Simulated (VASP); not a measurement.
## Al: single point with PBE

Al:

```
CELL_PARAMETERS angstrom
-1.61751 1.84396 1.61751
1.61751 -1.84396 1.61751
1.39106 1.61751 -1.61751
ATOMIC_POSITIONS crystal
Al 0.00000 0.00000 0.00000
```

This cell differs from its parent crystal: engineering shear strain xy -0.1400, strain +e along x and -e along y -0.0700.

* Program: VASP 6.6.1
* Task: single point
* Functional: PBE
* Potentials or basis: VASP PAW PBE potentials, release 64 (Al)
* Cutoff: 520 eV
* k mesh: 20 × 20 × 20
* Occupations: gaussian, width 0.15 eV
* Spin: no spin polarisation
* Dipole correction: no
* Further INCAR settings: ALGO = Fast; EDIFF = 1e-06; NBANDS = 8

```yaml
Pressure: 2.2 GPa
```

Stress tensor (GPa, compression positive):
```
0.08 5.77 0.00
5.77 5.16 0.00
0.00 0.00 1.35
```

Levels at points of the mesh, in eV from the Fermi level:
| k point | band 1 | band 2 | band 3 | band 4 | band 5 | band 6 |
| --- | --- | --- | --- | --- | --- | --- |
| (0.00, 0.00, 0.00) | -10.99 | 11.53 | 11.70 | 12.16 | 13.83 | 14.59 |
| (0.50, 0.00, 0.00) | -4.53 | -4.40 | 8.65 | 9.11 | 13.07 | 13.18 |
| (0.00, 0.50, 0.00) | -3.85 | -3.10 | 5.74 | 6.45 | 10.02 | 11.40 |
| (0.50, 0.50, 0.00) | -4.96 | -4.73 | 8.65 | 9.51 | 10.66 | 12.73 |
| (0.00, 0.00, 0.50) | -3.45 | -2.32 | 6.82 | 7.92 | 9.16 | 10.03 |
| (0.50, 0.50, 0.50) | 0.18 | 1.77 | 2.03 | 3.25 | 4.29 | 6.65 |

Run time: 55 s on 1 thread of Intel(R) Xeon(R) 6975P-C (Granite Rapids), on a shared host, peak memory 0.34 GiB.

Caveat: the cell differs from its parent crystal (engineering shear strain xy -0.1400, strain +e along x and -e along y -0.0700).
